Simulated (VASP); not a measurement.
A run of VASP 6.6.1 is set up as follows.

File INCAR:

```
SYSTEM = GdO
  PREC = Accurate
  ENCUT = 520
  EDIFF = 1E-7
  ISMEAR = 0
  SIGMA = 0.05
  LREAL = .False.
  LASPH = .True.
  NELM = 150
  ALGO = Normal
  ISIF = 2
  LWAVE = .False.
  LCHARG = .False.
  ISPIN = 2
  MAGMOM = 7 0
  LORBIT = 11
  LMAXMIX = 6
  GGA = PE
  NBANDS = 23
```

Contents of KPOINTS:

```
regular mesh
0
Gamma
  8 8 8
  0 0 0
```

File POSCAR:

```
GdO
1.0
    2.7833802444      0.0000000000      0.0000000000
    0.0000000000      2.7833802444      0.0000000000
    0.0000000000      0.0000000000      2.7833802444
Gd O
1 1
Direct
    0.0000000000      0.0000000000      0.0000000000
    0.5000000000      0.5000000000      0.5000000000
```

Potentials or basis: VASP PAW PBE potentials, release 64 (Gd, O).

Launch:

```console
$ cat potpaw_PBE.64/Gd/POTCAR potpaw_PBE.64/O/POTCAR > POTCAR
$ mpirun -np 1 vasp_std > vasp.out
```

(1) What does it give for the site moments?

(2) Predict the net moment.

## Answers

(1) Gd +6.75; O +0.01 μB.

(2) 7.03 μB per cell.

Caveat: a cell with one magnetic atom can't hold antiferromagnetic order, which such compounds often take.
